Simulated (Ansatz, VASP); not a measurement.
Te2Mo in VASP and in Ansatz

```
Mo Te
1.0
     0.00000    3.31483    3.31483
     3.31483    0.00000    3.31483
     3.31483    3.31483    0.00000
Mo Te
1 2
Direct
  0.00000 0.00000 0.00000
  0.25000 0.25000 0.25000
  0.75000 0.75000 0.75000
```

Alike in both runs: task single point; functional PBEsol; k mesh 4 × 4 × 4; occupations tetrahedron; no spin polarisation.

|  | VASP | Ansatz |
| --- | --- | --- |
| version | VASP 6.6.1 | Ansatz 0.2.0 |
| potentials or method | VASP PAW PBE potentials, release 64 (Mo_sv, Te) | plane waves |
| plane-wave cutoff (eV) | 500 | 420 |
| valence electrons in the cell | 26 | 46 |

```tsv
	VASP	Ansatz	Ansatz less VASP
pressure (GPa)	-2.4	-2.4	-0.02
```

VASP's potentials were made for PBE, not for PBEsol. VASP's potentials hold 26 valence electrons a cell and Ansatz's 46, so a difference there can come from the potentials and not from the codes. Ansatz's warnings: band table not solved further, tetrahedron derivatives may miss energy slope.

The k mesh is coarse, so the values compare programs but aren't converged. Neither program's run includes spin-orbit coupling.
